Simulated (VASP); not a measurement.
Input of a VASP 6.6.1 run:

Contents of INCAR:

```
SYSTEM = SrO
PREC = Accurate
ENCUT = 520
EDIFF = 1E-6
ISMEAR = -1
SIGMA = 0.02
LREAL = .FALSE.
LASPH = .TRUE.
NELM = 100
ALGO = Normal
ISIF = 2
LWAVE = .FALSE.
LCHARG = .FALSE.
GGA = PE
NBANDS = 15
```

The input KPOINTS:

```
Automatic mesh
0
G
  8 8 8
  0 0 0
```

POSCAR

```
SrO
1.0
    0.0000000000      2.7284941252      2.5798923271
    2.7284941252      0.0000000000      2.5798923271
    2.7284941252      2.7284941252      0.0000000000
Sr O
1 1
Direct
    0.0000000000      0.0000000000      0.0000000000
    0.5000000000      0.5000000000      0.5000000000
```

Potentials or basis: VASP PAW PBE potentials, release 64 (Sr_sv, O).

Command:

```sh
$ cat potpaw_PBE.64/Sr_sv/POTCAR potpaw_PBE.64/O/POTCAR > POTCAR
$ mpirun -np 1 vasp_std > vasp.out
```

(1) Predict the band gap on the k mesh.

(2) Estimate the pressure.

Answers

(1) 3.03 eV, direct.

(2) -5.5 GPa.

Caveat: the cell differs from its parent crystal (biaxial xy strain +5.8%).
